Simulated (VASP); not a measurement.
Li2RhN2, 5 atoms in the cell. The structure is trigonal, space group P-3m1 (No. 164). Conventional cell: a = 3.178 Å, b = 3.178 Å, c = 5.007 Å, α = 90.00°, β = 90.00°, γ = 120.00°. Li (site symmetry 3m) has 4 N at 1.97 to 2.18 Å and 3 Li at 2.34 Å and 3 Rh at 2.55 Å within 2.6 Å. Rh (site symmetry -3m) has 6 N at 2.11 Å and 6 Li at 2.55 Å within 2.8 Å. Within 2.6 Å of N (site symmetry 3m) lie 4 Li at 1.97 to 2.18 Å and 3 Rh at 2.11 Å. 

| Item | Value |
| --- | --- |
| Program | VASP 6.6.1 |
| Task | single point |
| Functional | PBE |
| Potentials or basis | VASP PAW PBE potentials, release 64 (Li_sv, Rh_pv, N) |
| Cutoff | 520 eV |
| k mesh | 8 × 8 × 5 |
| Occupations | fermi-dirac, width 0.05 eV |
| Spin | no spin polarisation |
| Dipole correction | no |
| Further INCAR settings | ALGO = Normal; EDIFF = 1e-06; NBANDS = 24 |

Potentials or basis: VASP PAW PBE potentials, release 64 (Li_sv, Rh_pv, N).

Command:

```bash
$ cat potpaw_PBE.64/Li_sv/POTCAR potpaw_PBE.64/Rh_pv/POTCAR potpaw_PBE.64/N/POTCAR > POTCAR
$ mpirun -np 1 vasp_std > vasp.out
```

Hardware: 1 thread of Intel(R) Xeon(R) Platinum 8175M CPU @ 2.50GHz (Skylake/Cascade Lake), with other jobs on the host.

Problem. Estimate the wall time of this run.

Solution. Wall time 48 s on 1 thread of Intel(R) Xeon(R) Platinum 8175M CPU @ 2.50GHz (Skylake/Cascade Lake) (shared host), peak memory 0.18 GiB. Counts: scf iterations 14, k points 40.
